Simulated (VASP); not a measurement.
## H3CN: single point with PBE+D3(BJ)

System: H3CN.

```xyz
40
Lattice="8.4343 0.0000 0.0000 0.0000 8.4343 0.0000 0.0000 0.0000 8.4343" Properties=species:S:1:pos:R:3 pbc="T T T"
N     1.1978    7.2876    7.7444
N     1.8213    6.3883    7.6199
N     6.2922    6.0049    1.3402
N     6.8033    5.0600    1.1633
N     4.1263    0.0166    8.8964
N     5.0916   -0.1839    9.4311
N     1.1575    6.3075    3.0796
N     1.1704    6.6653    2.0704
C     7.0562    0.4360    5.3980
C     6.6296   -0.1716    4.0855
C    -0.1210    2.0534    0.5277
C     1.3296    1.4423   -0.0747
C     2.9553    2.1043    4.8974
C     2.1722    3.1160    4.1759
C     5.2117    5.3424    6.6258
C     5.9625    4.5789    5.5350
H     7.5925    1.3798    5.5591
H     6.1280    0.4559    6.0212
H     7.7074   -0.3926    5.7721
H     5.6581   -0.5357    3.9111
H     6.8643    0.3718    3.1580
H     6.9835   -1.2164    4.1979
H     0.2418    2.6934    1.2556
H    -0.7176    2.7983   -0.0318
H    -0.7560    1.1238    0.9007
H     1.3089    1.4058   -1.3677
H     2.3301    1.7348    0.2872
H     1.5480    0.3490    0.1384
H     2.5431    1.1469    5.3549
H     3.9672    1.8352    4.6086
H     3.1825    2.4924    5.9620
H     2.8092    4.0967    3.9207
H     1.7334    2.5204    3.3289
H     1.4714    3.4949    4.9419
H     5.2161    6.3943    6.4961
H     4.2219    5.1469    6.8556
H     5.9399    5.1686    7.6512
H     5.4633    4.0389    4.7002
H     6.5205    5.4336    5.1681
H     6.7700    3.8255    5.9629
```

* Program: VASP 6.6.1
* Task: single point
* Functional: PBE
* Dispersion: D3(BJ)
* Potentials or basis: VASP PAW PBE potentials, release 64 (N, C, H)
* Cutoff: 520 eV
* k mesh: 1 × 1 × 1
* Occupations: fermi-dirac, width 0.05 eV
* Spin: no spin polarisation

- Pressure: 0.5 GPa
- Largest force: 7.547 eV/Å
- Band gap on the k mesh: 4.63 eV
- Dispersion energy per atom: -0.033 eV

Forces in eV/Å, atoms in the order of the input:
```
N   -1.802  0.271 -0.616
N    1.471 -1.819 -0.350
N   -1.629  3.075  1.115
N    2.013 -3.504 -0.433
N    1.130 -0.357  0.537
N   -1.247  0.828 -0.641
N   -0.086 -2.491  7.124
N    0.092  2.511 -6.758
C   -0.850 -1.242  1.635
C    1.283 -0.589 -1.044
C    1.259 -3.194 -1.190
C   -1.260 -0.735 -3.041
C    2.104 -1.117  4.784
C    0.203  1.083 -0.620
C    3.577 -1.404  2.950
C    1.562 -0.867  0.461
H   -0.166  0.072 -0.798
H    0.714  0.207  0.230
H   -0.177  1.035  0.714
H   -2.469  0.724  0.433
H    0.599 -0.432  0.089
H    1.046  0.284 -1.227
H    0.406  0.883  2.592
H    0.247 -0.896 -0.855
H    1.089  2.119 -0.544
H    0.231  0.344  3.577
H   -0.563  1.592 -0.101
H   -1.283  1.466  0.211
H   -0.560  0.624 -1.509
H    0.260 -0.034 -0.922
H    0.059  0.184 -1.081
H   -1.139 -2.211 -0.039
H   -0.220  1.525  0.105
H   -0.616 -0.086 -0.800
H    0.319  1.372 -0.500
H   -2.130 -1.221  0.573
H   -2.472  0.515 -2.829
H   -0.217  0.515  0.518
H    0.802 -0.296 -1.079
H   -1.583  1.267 -0.671
```

Stress tensor (GPa, compression positive):
```
-0.32 -0.11 -0.66
-0.11  0.30  0.29
-0.66  0.29  1.51
```

Levels at points of the mesh, in eV from the valence-band top:
```
           k point  band 45  band 46  band 47  band 48  band 49  band 50  band 51  band 52
(0.00, 0.00, 0.00)    -0.27    -0.24    -0.11     0.00     4.63     4.77     4.94     5.15
```

Wall time 3.8 min on 1 thread of Intel Xeon 8259CL (shared host), peak memory 0.57 GiB.

Caveat: the k points lie up to 0.74 Å⁻¹ apart; the standard files for N, O and F lose accuracy on very short bonds; the atoms stand as in a frame of molecular dynamics.
